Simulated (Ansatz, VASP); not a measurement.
**SiC in VASP and in Ansatz**

```
Si C
1.0
     3.09178    0.00000    0.00000
    -1.54589    2.67756    0.00000
     0.00000    0.00000    5.07399
Si C
2 2
Cartesian
  0.0000 1.7850 0.0232
  1.5459 0.8925 2.5602
  0.0000 1.7850 1.9302
  1.5459 0.8925 4.4672
```

Alike in both runs: functional PBE; k mesh 12 × 12 × 6; occupations fermi-dirac, width 0.02 eV; no spin polarisation.

Ansatz relaxed the structure, and its values are those at the end. VASP's run is a single point on that final structure, the one shown.

|  | VASP | Ansatz |
| --- | --- | --- |
| version | VASP 6.6.1 | Ansatz 0.2.0 |
| potentials or method | VASP PAW PBE potentials, release 64 (Si, C), cutoff 520 eV | PAW plane waves |
| valence electrons in the cell | 16 | 16 |

```csv
,VASP,Ansatz,Ansatz less VASP
gap on the k mesh at the Fermi level (eV),2.30,2.31,+0.004
pressure (GPa),0.0,0.0,+0.04
```
